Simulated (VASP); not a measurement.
InSe, 2 atoms in the cell. It takes space group Pm-3m (No. 221, cubic). The conventional cell has a = 3.632 Å, b = 3.632 Å, c = 3.632 Å, α = 90.00°, β = 90.00°, γ = 90.00°. In (site symmetry m-3m) has 8 Se at 3.15 Å and 6 In at 3.63 Å within 4.1 Å. Se (site symmetry m-3m) has 8 In at 3.15 Å and 6 Se at 3.63 Å within 4.1 Å. 

```yaml
Program: VASP 6.6.1
Task: single point
Functional: PBE
Potentials_or_basis: VASP PAW PBE potentials, release 64 (In_d, Se)
Cutoff: 520 eV
k_mesh: 12 × 12 × 12
Occupations: fermi-dirac, width 0.05 eV
Spin: no spin polarisation
Dipole_correction: no
Further_INCAR_settings: ALGO = Normal; EDIFF = 1e-07; NBANDS = 16
```

Potentials or basis: VASP PAW PBE potentials, release 64 (In_d, Se).

The run is started by

```sh
$ cat potpaw_PBE.64/In_d/POTCAR potpaw_PBE.64/Se/POTCAR > POTCAR
$ mpirun -np 1 vasp_std > vasp.out
```

Hardware: 1 thread of Intel Xeon 8259CL (shared host).

Estimate the wall time of this run.

Wall time 92 s on 1 thread of Intel Xeon 8259CL (shared host), peak memory 0.2 GiB. Counts: scf iterations 13, k points 84.
